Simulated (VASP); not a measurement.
## Ir: single point with PBEsol

Ir:

```
Ir
1.0
     0.00000    1.91649    1.91649
     1.91649    0.00000    1.91649
     1.91649    1.91649    0.00000
Ir
1
Direct
  0.00000 0.00000 0.00000
```

```json
{"Program": "VASP 6.6.1", "Task": "single point", "Functional": "PBEsol", "Potentials or basis": "VASP PAW PBE potentials, release 64 (Ir_sv_GW)", "Cutoff": "560 eV", "k mesh": "13 × 13 × 13", "Occupations": "fermi-dirac, width 0.15 eV", "Spin": "no spin polarisation"}
```

| Item | Value |
| --- | --- |
| Pressure | -1.9 GPa |
| Band gap on the k mesh | zero (an odd number of electrons rules out a gap without spin polarisation) |

Levels at points of the mesh, in eV from the Fermi level:
| k point | band 4 | band 5 | band 6 | band 7 | band 8 | band 9 | band 10 | band 11 | band 12 | band 13 |
| --- | --- | --- | --- | --- | --- | --- | --- | --- | --- | --- |
| (0.00, 0.00, 0.00) | -49.42 | -11.23 | -3.93 | -3.93 | -3.93 | -1.19 | -1.19 | 13.57 | 19.10 | 19.10 |

It took 8 s on 1 thread of Intel(R) Xeon(R) 6975P-C (Granite Rapids), with other jobs on the host, peak memory 0.15 GiB.

Caveat: the PAW data sets were made with another functional, which shifts forces and pressure a little; spin-orbit coupling is left out, which moves the levels of the heavy elements.
